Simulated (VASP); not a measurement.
Write the native input for VASP 6.6.1 that does the following.

```yaml
Task: single point
Functional: LDA
Potentials_or_basis: VASP PAW LDA potentials, release 64 (Cu, Ni)
Cutoff: 520 eV
k_mesh: 12 × 12 × 4
Occupations: fermi-dirac, width 0.05 eV
Spin: collinear spin, ferromagnetic start
Starting_moments: "[0.6, 1.0, 1.0, 1.0] μB"
Dipole_correction: no
Further_INCAR_settings: ALGO = Fast; EDIFF = 1e-07; NBANDS = 32
```

The structure of CuNi3 lies in POSCAR:

```
CuNi3
1.0
    1.3952120000     -1.9871540000      0.0000000000
    1.3952120000      1.9871540000      0.0000000000
    0.0000000000      0.0000000000      7.9348860000
Cu Ni
1 3
Direct
    0.0000000000      0.0000000000      0.0000000000
    0.5000000000      0.5000000000      0.2546860000
    0.0000000000      0.0000000000      0.5000000000
    0.5000000000      0.5000000000      0.7453140000
```

One way to write it, as run:

INCAR

```
SYSTEM = CuNi3
PREC     = Accurate       ! precision mode
ENCUT    = 520            ! plane-wave cutoff, eV
EDIFF    = 1E-7           ! SCF threshold, eV
ISMEAR   = -1             ! smearing method
SIGMA    = 0.05           ! smearing width, eV
LREAL    = .False.        ! projectors in reciprocal space
LASPH    = .True.         ! aspherical terms in the spheres
NELM     = 150            ! most SCF steps
ALGO     = Fast           ! electronic algorithm
ISIF     = 2              ! what is computed and relaxed
LWAVE    = .False.        ! write WAVECAR
LCHARG   = .False.        ! write CHGCAR
ISPIN    = 2              ! spin polarisation
MAGMOM   = 0.6 1 1 1      ! initial moments
LORBIT   = 11             ! projections on sites
LMAXMIX  = 4              ! l up to which the mixer works
GGA      = CA             ! functional
NBANDS   = 32             ! bands
```

KPOINTS

```
Automatic mesh
0
Gamma
  12 12 4
  0 0 0
```

Potentials or basis: VASP PAW LDA potentials, release 64 (Cu, Ni).

Run with:

```bash
$ cat potpaw_LDA.64/Cu/POTCAR potpaw_LDA.64/Ni/POTCAR > POTCAR
$ mpirun -np 1 vasp_std > vasp.out
```

Results of the run:

The pressure is -13.2 GPa, the largest force is 0.044 eV/Å and the net moment is 1.09 μB per cell. The site moments are Cu +0.01; Ni +0.32, +0.44 (each value once) μB. The valence electrons inside the program's atomic spheres are Cu 10.07; Ni 9.32, 9.34 (each value once).

Caveat: the cell stands under tension.

Wall time 13 min on 1 thread of Intel Xeon 8259CL, on a shared host, peak memory 0.34 GiB.
